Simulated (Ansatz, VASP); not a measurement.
One calculation of CdS, two programs

```
CELL_PARAMETERS angstrom
-2.09858 -3.63485 0.00000
2.09858 -3.63485 0.00000
0.52465 -0.90871 13.65546
ATOMIC_POSITIONS crystal
Cd 0.66667 0.44021 0.90583
Cd 0.66667 0.56521 0.40583
Cd 0.33333 0.29438 0.15583
Cd 0.33333 0.16938 0.65583
S 0.66667 0.64312 0.09417
S 0.66667 0.51812 0.59417
S 0.33333 0.24729 0.34417
S 0.33333 0.12229 0.84417
```

Alike in both runs: task single point; functional PBE; k mesh 7 × 7 × 2; occupations gaussian, width 0.05 eV; no spin polarisation.

```csv
,VASP,Ansatz
version,VASP 6.6.1,Ansatz 0.2.0
potentials or method,"VASP PAW PBE potentials, release 64 (Cd, S), cutoff 520 eV","scalar-relativistic, plane waves, PAW"
valence electrons in the cell,72,104
```

```tsv
	VASP	Ansatz	Ansatz less VASP
gap on the k mesh at the Fermi level (eV)	0.92	0.92	-0.001
least direct gap on the mesh (eV)	0.92	0.92	-0.001
pressure (GPa)	-0.1	-0.4	-0.29
traceless stress, the component that is largest in VASP (GPa)	0.85	0.85	+0.004
rms of the force components (eV/Å)	0.158	0.155	-0.0024
```

Atom by atom the forces differ by 0.005 eV/Å (rms over components). The functional is the same, so the differences come from potentials, cutoffs and numerics. VASP's potentials hold 72 valence electrons a cell and Ansatz's 104, so a difference there can come from the potentials and not from the codes.
